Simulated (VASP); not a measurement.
# C (P6_3/mmc) in VASP: further runs

Runs on C. Level: PBE. Tasks: single point.

The COD entry that gives the cell may itself be a prediction, so a difference from it is no test against experiment.

All numbers are computed with VASP 6.6.1; they aren't measurements. Logs are shortened: lines on timing, memory, paths and dates and some standing lists are left out, and cuts for length are marked.

## Step 1: The cell of the first run

The structure is hexagonal, space group P6_3/mmc (No. 194). Conventional cell: a = 2.392 Å, b = 2.392 Å, c = 8.305 Å, α = 90.00°, β = 90.00°, γ = 120.00°. Within 2.0 Å of C (site symmetry 3m) lie 4 C at 1.48 to 1.54 Å. C (site symmetry 3m) has 4 C at 1.48 to 1.57 Å within 2.0 Å.

## Step 2: Single point, PBE (strain -0.050 along x and y, +0.000 along z)

The input, INCAR:

```
  PREC = Accurate
  ENCUT = 520
  EDIFF = 1E-7
  ISMEAR = 0
  SIGMA = 0.05
  LREAL = False
  LASPH = True
  NELM = 80
  ALGO = Normal
  ISIF = 2
  LWAVE = False
  LCHARG = False
  GGA = PE
  NBANDS = 26
```

The input, KPOINTS:

```
Automatic mesh
0
Gamma
  12 12 4
```

The input, POSCAR:

```
C
1.0
    2.3921175669      0.0000000000      0.0000000000
   -1.1960587834      2.0716345818      0.0000000000
    0.0000000000      0.0000000000      8.3045881819
C
8
Direct
    0.0000000000      0.0000000000      0.0929681641
    0.0000000000      0.0000000000      0.5929681641
    0.0000000000      0.0000000000      0.4070318359
    0.0000000000      0.0000000000      0.9070318359
    0.3333333333      0.6666666667      0.1555285626
    0.6666666667      0.3333333333      0.6555285626
    0.3333333333      0.6666666667      0.3444714374
    0.6666666667      0.3333333333      0.8444714374
```

Potentials or basis: VASP PAW PBE potentials, release 64 (C).

Command:

```console
$ cat potpaw_PBE.64/C/POTCAR > POTCAR
$ mpirun -np 1 vasp_std > vasp.out
```

OUTCAR:

```text
PREC = Accurate
   ENCUT = 520
   EDIFF = 1E-7
   ISMEAR = 0
   LREAL = False
   LASPH = True
   NELM = 80
   ISIF = 2
   GGA = PE

 ion  position               nearest neighbor table
   1  0.000  0.000  0.093-   5 1.48   5 1.48   5 1.48   4 1.54
   2  0.000  0.000  0.593-   6 1.48   6 1.48   6 1.48   3 1.54
   3  0.000  0.000  0.407-   7 1.48   7 1.48   7 1.48   2 1.54
   4  0.000  0.000  0.907-   8 1.48   8 1.48   8 1.48   1 1.54
   5  0.333  0.667  0.156-   1 1.48   1 1.48   1 1.48   7 1.57
   6  0.667  0.333  0.656-   2 1.48   2 1.48   2 1.48   8 1.57
   7  0.333  0.667  0.344-   3 1.48   3 1.48   3 1.48   5 1.57
   8  0.667  0.333  0.844-   4 1.48   4 1.48   4 1.48   6 1.57

  LATTYP: Found a hexagonal cell.
 ALAT       =     2.3921175669
 C/A-ratio  =     3.4716471702

  Lattice vectors:

 A1 = (   2.3921175669,   0.0000000000,   0.0000000000)
 A2 = (  -1.1960587834,   2.0716345818,   0.0000000000)
 A3 = (   0.0000000000,   0.0000000000,   8.3045881819)

Analysis of symmetry for initial positions (statically):
=====================================================================
 Subroutine PRICEL returns:
 Original cell was already a primitive cell.

 Routine SETGRP: Setting up the symmetry group for a
 hexagonal supercell.

 Subroutine GETGRP returns: Found 24 space group operations
 (whereof 12 operations were pure point group operations)
 out of a pool of 24 trial point group operations.

The static configuration has the point symmetry D_3d.
 The point group associated with its full space group is D_6h.

Analysis of symmetry for dynamics (positions and initial velocities):
=====================================================================
 Subroutine PRICEL returns:
 Original cell was already a primitive cell.

 Routine SETGRP: Setting up the symmetry group for a
 hexagonal supercell.

 Subroutine GETGRP returns: Found 24 space group operations
 (whereof 12 operations were pure point group operations)
 out of a pool of 24 trial point group operations.

The dynamic configuration has the point symmetry D_3d.
 The point group associated with its full space group is D_6h.

 Subroutine INISYM returns: Found 24 space group operations
 (whereof 12 operations are pure point group operations),
 and found     1 'primitive' translations

----------------------------------------------------------------------------------------

                                     Primitive cell

  volume of cell :      41.1542

  direct lattice vectors                    reciprocal lattice vectors
     2.392117567  0.000000000  0.000000000     0.418039654  0.241355307  0.000000000
    -1.196058783  2.071634582  0.000000000     0.000000000  0.482710614  0.000000000
     0.000000000  0.000000000  8.304588182     0.000000000  0.000000000  0.120415363

  length of vectors
     2.392117567  2.392117567  8.304588182     0.482710614  0.482710614  0.120415363

  position of ions in fractional coordinates (direct lattice)
     0.000000000  0.000000000  0.092968164
     0.000000000  0.000000000  0.592968164
     0.000000000  0.000000000  0.407031836
     0.000000000  0.000000000  0.907031836
     0.333333333  0.666666667  0.155528563
     0.666666667  0.333333333  0.655528563
     0.333333333  0.666666667  0.344471437
     0.666666667  0.333333333  0.844471437

  ion indices of the primitive-cell ions
   primitive index   ion index
                 1           1
                 2           2
                 3           3
                 4           4
                 5           5
                 6           6
                 7           7
                 8           8

----------------------------------------------------------------------------------------

 KPOINTS: Automatic mesh

Automatic generation of k-mesh.
 Grid dimensions read from file:
 generate k-points for:   12   12    4

 Generating k-lattice:

  Cartesian coordinates                     Fractional coordinates (reciprocal lattice)
     0.034836638  0.020112942  0.000000000     0.083333333  0.000000000  0.000000000
     0.000000000  0.040225884  0.000000000     0.000000000  0.083333333  0.000000000
     0.000000000  0.000000000  0.030103841     0.000000000  0.000000000  0.250000000

  Length of vectors
     0.040225884  0.040225884  0.030103841

  Shift w.r.t. Gamma in fractional coordinates (k-lattice)
     0.000000000  0.000000000  0.000000000

 Subroutine IBZKPT returns following result:
 ===========================================

 Found     57 irreducible k-points:

 Following reciprocal coordinates:
            Coordinates               Weight
  0.000000  0.000000  0.000000      1.000000
  0.083333 -0.000000  0.000000      6.000000
  0.166667 -0.000000  0.000000      6.000000
  0.250000 -0.000000  0.000000      6.000000
  0.333333 -0.000000  0.000000      6.000000
  0.416667 -0.000000  0.000000      6.000000
[... 16 lines left out ...]
  0.250000 -0.000000  0.250000     12.000000
[... 33 lines left out ...]
   EMIN   =  10.00;   EMAX   =-10.00  energy-range for DOS
   EFERMI =   0.00;   METHOD = LEGACY
   ISMEAR =     0;   SIGMA  =   0.05  broadening in eV -4-tet -1-fermi 0-gaus
   EFERMI_NEDOS =   21; number of points for ismear=-14 and -15
   IALGO  =     38    algorithm
   IMIX   =      4    mixing-type and parameters
     AMIX     =   0.40;   BMIX     =  1.00
     AMIX_MAG =   1.60;   BMIX_MAG =  1.00
  volume/ion in A,a.u.               =       5.14        34.72
  Fermi-wavevector in a.u.,A,eV,Ry     =   1.505406  2.844804 30.834155  2.266246
  Thomas-Fermi vector in A             =   2.616259
   LORBIT       =      0    0 simple, 1 ext, 2 COOP (PROOUT), +10 PAW based schemes
   GGA     = PE    functional components
   LHFCALC =     F    Hartree Fock is set to
   AEXX    =    0.0000 exact exchange contribution
   IVDW    =     0    specifies the selected vdW correction
   LEPSILON=     F    determine dielectric tensor
   LRPA    =     F    only Hartree local field effects (RPA)
 non-spin polarized calculation
 Gauss-broadening in eV      SIGMA  =   0.05
  energy-cutoff  :      520.00
  volume of cell :       41.15
 maximum number of plane-waves:      1131
 NGX is ok and might be reduce to    18
   NGX =  9   NGY =  9   NGZ = 31

 number of electron      32.0000006 magnetization

 Free energy of the ion-electron system (eV)
  ---------------------------------------------------
  ext. energy  EPLUGINS =         0.00000000
  ---------------------------------------------------
  free energy    TOTEN  =       -71.61569391 eV

  energy without entropy =      -71.61569391  energy(sigma->0) =      -71.61569391

 E-fermi :  11.5650     XC(G=0): -13.7469

 val. band max:       11.3661077215   @ k =   0.0000   0.0000   0.0000
 cond. band min:      15.6705194840   @ k =   0.0000   0.0000   0.0000
 fundamental gap:      4.3044117626
 Fermi energy:        11.5650444506

 k-point     1 :       0.0000    0.0000    0.0000
  band No.  band energies     occupation
      1     -11.6699      2.00000
      2     -10.0514      2.00000
      3      -9.9343      2.00000
      4      -6.1801      2.00000
      5      -3.2964      2.00000
      6       3.3606      2.00000
[... 18 lines left out ...]
     25      20.8409      0.00000
     26      21.0435      0.00000

 k-point     2 :       0.0833   -0.0000    0.0000
  band No.  band energies     occupation
      1     -11.4799      2.00000
      2      -9.8639      2.00000
      3      -9.7476      2.00000
      4      -6.0114      2.00000
      5      -3.1095      2.00000
      6       3.4846      2.00000
[... 18 lines left out ...]
     25      21.0253      0.00000
     26      21.4856      0.00000

 k-point     3 :       0.1667   -0.0000    0.0000
  band No.  band energies     occupation
      1     -10.9112      2.00000
      2      -9.3034      2.00000
      3      -9.1894      2.00000
      4      -5.5067      2.00000
      5      -2.5571      2.00000
      6       3.8224      2.00000
[... 572 lines left out ...]
 k-point    23 :       0.2500   -0.0000    0.2500
  band No.  band energies     occupation
      1      -9.8650      2.00000
      2      -9.0375      2.00000
      3      -7.4212      2.00000
      4      -5.2870      2.00000
      5      -0.8980      2.00000
      6       2.4021      2.00000
[... 18 lines left out ...]
     25      22.1553      0.00000
     26      24.0840      0.00000

 k-point    24 :       0.3333   -0.0000    0.2500
  band No.  band energies     occupation
      1      -8.5635      2.00000
      2      -7.7484      2.00000
      3      -6.1655      2.00000
      4      -4.1042      2.00000
      5      -0.1921      2.00000
      6       0.5628      2.00000
[... 18 lines left out ...]
     25      22.8346      0.00000
     26      23.8450      0.00000

 [... further k-points ...]
[... 5 lines left out ...]
  --------------------------------------------------------------------------------------
  -------------------------------------------------------------------------------------
  Total       20.9803609     20.9803609      1.5310650      0.0000000      0.0000000      0.0000000
  in kB      816.7887811    816.7887811     59.6060611      0.0000000      0.0000000      0.0000000
  external PRESSURE =     564.3945411 kB  Pullay stress =       0.0000000 kB

 VOLUME and BASIS-vectors are now :
 -----------------------------------------------------------------------------
  energy-cutoff  :      520.00
  volume of cell :       41.15
      direct lattice vectors                 reciprocal lattice vectors
     2.392117567  0.000000000  0.000000000     0.418039654  0.241355307  0.000000000
    -1.196058783  2.071634582  0.000000000     0.000000000  0.482710614  0.000000000
     0.000000000  0.000000000  8.304588182     0.000000000  0.000000000  0.120415363

 POSITION                                       TOTAL-FORCE (eV/Angst)
 -----------------------------------------------------------------------------------
      0.00000      0.00000      0.77206        -0.000000     -0.000000     -0.312645
      0.00000      0.00000      4.92436        -0.000000     -0.000000     -0.312645
      0.00000      0.00000      3.38023         0.000000     -0.000000      0.312645
      0.00000      0.00000      7.53253        -0.000000      0.000000      0.312645
     -0.00000      1.38109      1.29160        -0.000000     -0.000000      0.425373
      1.19606      0.69054      5.44389         0.000000     -0.000000      0.425373
     -0.00000      1.38109      2.86069        -0.000000      0.000000     -0.425373
      1.19606      0.69054      7.01299         0.000000      0.000000     -0.425373
 -----------------------------------------------------------------------------------
    total drift:                                0.000000      0.000000      0.000000

  FREE ENERGIE OF THE ION-ELECTRON SYSTEM (eV)
  ---------------------------------------------------
  free  energy   TOTEN  =       -71.6156939147 eV

  energy  without entropy=      -71.6156939147  energy(sigma->0) =      -71.61569391
```

Run time: 28 s. Hardware: 1 thread of AMD EPYC 9R45 (Zen 5), shared host; peak memory 0.13 GiB.

What came out:

```
Free energy            : -71.6157 eV
Pressure               : 56.4 GPa
Largest force          : 0.425 eV/Å
Band gap on the k mesh : 4.30 eV, direct
```

Forces on the atoms (eV/Å):
```
C    0.000  0.000 -0.313
C    0.000  0.000 -0.313
C    0.000  0.000  0.313
C    0.000  0.000  0.313
C    0.000  0.000  0.425
C    0.000  0.000  0.425
C    0.000  0.000 -0.425
C    0.000  0.000 -0.425
```

Stress tensor (GPa, compression positive):
```
81.68  0.00  0.00
 0.00 81.68  0.00
 0.00  0.00  5.96
```

Caveat: the cell differs from its parent crystal (strain -0.050 along x and y, +0.000 along z).

## Step 3: Single point, PBE (strain -0.025 along x and y, -0.050 along z)

The input, INCAR:

```
PREC     = Accurate       # precision mode
ENCUT    = 520            # plane-wave cutoff, eV
EDIFF    = 1E-7           # SCF threshold, eV
ISMEAR   = 0              # smearing method
SIGMA    = 0.05           # smearing width, eV
LREAL    = F              # projectors in reciprocal space
LASPH    = T              # aspherical terms in the spheres
NELM     = 80             # most SCF steps
ALGO     = Normal         # electronic algorithm
ISIF     = 2              # what is computed and relaxed
LWAVE    = F              # write WAVECAR
LCHARG   = F              # write CHGCAR
GGA      = PE             # functional
NBANDS   = 26             # bands
```

The input, KPOINTS:

```
regular mesh
0
Gamma
  12 12 4
```

Edit POSCAR of step 2 so:

```diff
@@ -2,5 +2,5 @@
 1.0
-    2.3921175669      0.0000000000      0.0000000000
-   -1.1960587834      2.0716345818      0.0000000000
-    0.0000000000      0.0000000000      8.3045881819
+    2.4550680292      0.0000000000      0.0000000000
+   -1.2275340146      2.1261512813      0.0000000000
+    0.0000000000      0.0000000000      7.8893587728
 C
```

Potentials or basis: VASP PAW PBE potentials, release 64 (C).

Command:

```console
$ cat potpaw_PBE.64/C/POTCAR > POTCAR
$ mpirun -np 1 vasp_std > vasp.out
```

It took 29 s on 1 thread of AMD EPYC 9R45 (Zen 5), shared host; peak memory 0.13 GiB.

The run converged. Its results:

```yaml
Free_energy: -71.8685 eV
Pressure: 55.0 GPa
Largest_force: 0.211 eV/Å
Band_gap_on_the_k_mesh: 4.43 eV, indirect (least direct gap 5.20 eV)
```

Forces in eV/Å, atoms in the order of the input:
```
C    0.000  0.000  0.211
C    0.000  0.000  0.211
C    0.000  0.000 -0.211
C    0.000  0.000 -0.211
C    0.000  0.000 -0.201
C    0.000  0.000 -0.201
C    0.000  0.000  0.201
C    0.000  0.000  0.201
```

Stress tensor (GPa, compression positive):
```
41.23  0.00  0.00
 0.00 41.23  0.00
 0.00  0.00 82.39
```

Levels at points of the mesh, in eV from the valence-band top:
```csv
k point,band 14,band 15,band 16,band 17,band 18,band 19
"(0.00, 0.00, 0.00)",-0.27,0.00,0.00,5.20,5.20,6.36
"(0.50, 0.00, 0.00)",-4.93,-4.00,-3.13,4.43,5.97,6.06
"(0.00, 0.00, 0.50)",-0.81,-0.81,-0.81,6.12,6.12,6.12
"(0.50, 0.00, 0.50)",-5.14,-4.00,-4.00,4.83,4.83,7.47
```

Caveat: the cell differs from its parent crystal (strain -0.025 along x and y, -0.050 along z). A k mesh can miss the band edges.

## Step 4: Single point, PBE (strain -0.050 along x and y, +0.025 along z)

The input, INCAR:

```
SYSTEM = C
ALGO     = Normal         ! electronic algorithm
EDIFF    = 1E-7           ! SCF threshold, eV
ENCUT    = 520            ! plane-wave cutoff, eV
GGA      = PE             ! functional
ISIF     = 2              ! what is computed and relaxed
ISMEAR   = 0              ! smearing method
LASPH    = .True.         ! aspherical terms in the spheres
LCHARG   = .False.        ! write CHGCAR
LREAL    = .False.        ! projectors in reciprocal space
LWAVE    = .False.        ! write WAVECAR
NBANDS   = 26             ! bands
NELM     = 60             ! most SCF steps
PREC     = Accurate       ! precision mode
SIGMA    = 0.05           ! smearing width, eV
```

The input, KPOINTS:

```
k-points
0
Gamma
  12 12 4
  0 0 0
```

Edit POSCAR of step 3 so:

```diff
@@ -2,5 +2,5 @@
 1.0
-    2.4550680292      0.0000000000      0.0000000000
-   -1.2275340146      2.1261512813      0.0000000000
-    0.0000000000      0.0000000000      7.8893587728
+    2.3921175669      0.0000000000      0.0000000000
+   -1.1960587834      2.0716345818      0.0000000000
+    0.0000000000      0.0000000000      8.5122028864
 C
```

Command:

```console
$ cat potpaw_PBE.64/C/POTCAR > POTCAR
$ mpirun -np 1 vasp_std > vasp.out
```

Run time: 30 s. Hardware: 1 thread of AMD EPYC 9R45 (Zen 5), shared host; peak memory 0.13 GiB.

The run converged. Its results:

```
Free energy            : -71.5502 eV
Pressure               : 43.5 GPa
Largest force          : 0.323 eV/Å
Band gap on the k mesh : 3.54 eV, direct
```

Forces in eV/Å, atoms in the order of the input:
```
C    0.000  0.000 -0.214
C    0.000  0.000 -0.214
C    0.000  0.000  0.214
C    0.000  0.000  0.214
C    0.000  0.000  0.323
C    0.000  0.000  0.323
C    0.000  0.000 -0.323
C    0.000  0.000 -0.323
```

Stress tensor (GPa, compression positive):
```
 78.18   0.00   0.00
  0.00  78.18   0.00
  0.00   0.00 -25.95
```

Levels at points of the mesh, in eV from the valence-band top:
| k point | band 12 | band 13 | band 14 | band 15 | band 16 | band 17 | band 18 | band 19 | band 20 | band 21 |
| --- | --- | --- | --- | --- | --- | --- | --- | --- | --- | --- |
| (0.00, 0.00, 0.00) | -1.39 | -1.39 | -0.53 | 0.00 | 0.00 | 3.54 | 6.31 | 6.31 | 7.89 | 7.89 |
| (0.50, 0.00, 0.00) | -5.39 | -5.18 | -5.09 | -4.15 | -3.50 | 4.62 | 5.61 | 5.83 | 6.72 | 6.99 |
| (0.00, 0.00, 0.50) | -2.16 | -0.49 | -0.49 | -0.49 | -0.49 | 6.23 | 6.23 | 6.93 | 6.93 | 6.93 |
| (0.50, 0.00, 0.50) | -6.01 | -5.15 | -5.15 | -4.05 | -4.05 | 5.95 | 5.95 | 6.25 | 6.25 | 7.28 |

Caveat: the cell differs from its parent crystal (strain -0.050 along x and y, +0.025 along z). A k mesh can miss the band edges.

## Step 5: Single point, PBE (strain -0.025 along x and y, -0.025 along z)

The input, INCAR:

```
SYSTEM = C
PREC     = Accurate       ! precision mode
ENCUT    = 520            ! plane-wave cutoff, eV
EDIFF    = 1E-7           ! SCF threshold, eV
ISMEAR   = 0              ! smearing method
SIGMA    = 0.05           ! smearing width, eV
LREAL    = .FALSE.        ! projectors in reciprocal space
LASPH    = .TRUE.         ! aspherical terms in the spheres
NELM     = 60             ! most SCF steps
ALGO     = Normal         ! electronic algorithm
ISIF     = 2              ! what is computed and relaxed
LWAVE    = .FALSE.        ! write WAVECAR
LCHARG   = .TRUE.         ! write CHGCAR
GGA      = PE             ! functional
LELF     = .TRUE.         ! ELF
LVHAR    = .TRUE.       
NBANDS   = 26             ! bands
```

The input, KPOINTS:

```
regular mesh
0
G
  12 12 4
  0 0 0
```

Edit POSCAR of step 4 so:

```diff
@@ -2,5 +2,5 @@
 1.0
-    2.3921175669      0.0000000000      0.0000000000
-   -1.1960587834      2.0716345818      0.0000000000
-    0.0000000000      0.0000000000      8.5122028864
+    2.4550680292      0.0000000000      0.0000000000
+   -1.2275340146      2.1261512813      0.0000000000
+    0.0000000000      0.0000000000      8.0969734774
 C
```

Command:

```console
$ cat potpaw_PBE.64/C/POTCAR > POTCAR
$ mpirun -np 1 vasp_std > vasp.out
```

Run time: 33 s. Hardware: 1 thread of AMD EPYC 9R45 (Zen 5), shared host; peak memory 0.13 GiB.

The run converged. Its results:

* Free energy: -72.2763 eV
* Pressure: 38.9 GPa
* Largest force: 0.072 eV/Å
* Band gap on the k mesh: 4.72 eV, indirect (least direct gap 5.46 eV)

Forces on the atoms (eV/Å):
```
C    0.000  0.000 -0.028
C    0.000  0.000 -0.028
C    0.000  0.000  0.028
C    0.000  0.000  0.028
C    0.000  0.000  0.072
C    0.000  0.000  0.072
C    0.000  0.000 -0.072
C    0.000  0.000 -0.072
```

Stress tensor (GPa, compression positive):
```
38.79  0.00  0.00
 0.00 38.79  0.00
 0.00  0.00 38.99
```

Levels at points of the mesh, in eV from the valence-band top:
```csv
k point,band 14,band 15,band 16,band 17,band 18,band 19
"(0.00, 0.00, 0.00)",-0.25,0.00,0.00,5.46,5.46,5.66
"(0.50, 0.00, 0.00)",-4.97,-3.95,-3.17,4.77,5.82,6.21
"(0.00, 0.00, 0.50)",-0.70,-0.70,-0.70,6.29,6.29,6.29
"(0.50, 0.00, 0.50)",-5.04,-3.92,-3.92,5.12,5.12,7.21
```

Caveat: the cell differs from its parent crystal (strain -0.025 along x and y, -0.025 along z).

## Step 6: The runs side by side

```tsv
cell	gap on the mesh (eV)	pressure (GPa)	largest force (eV/Å)
a = 2.392, b = 2.392, c = 8.305 Å, angles 90.0, 90.0, 120.0°, 8 atoms	4.30	56.4	0.43
a = 2.455, b = 2.455, c = 7.889 Å, angles 90.0, 90.0, 120.0°, 8 atoms	4.43	55.0	0.21
a = 2.392, b = 2.392, c = 8.512 Å, angles 90.0, 90.0, 120.0°, 8 atoms	3.54	43.5	0.32
a = 2.455, b = 2.455, c = 8.097 Å, angles 90.0, 90.0, 120.0°, 8 atoms	4.72	38.9	0.07
```

Alike in all rows: task single point; level PBE; potentials or basis VASP PAW PBE potentials, release 64 (C); no spin polarisation; k mesh 12 × 12 × 4; cutoff (eV) 520; smearing gaussian 0.05 eV.

Absolute energies hang on the potentials; compare differences alone.
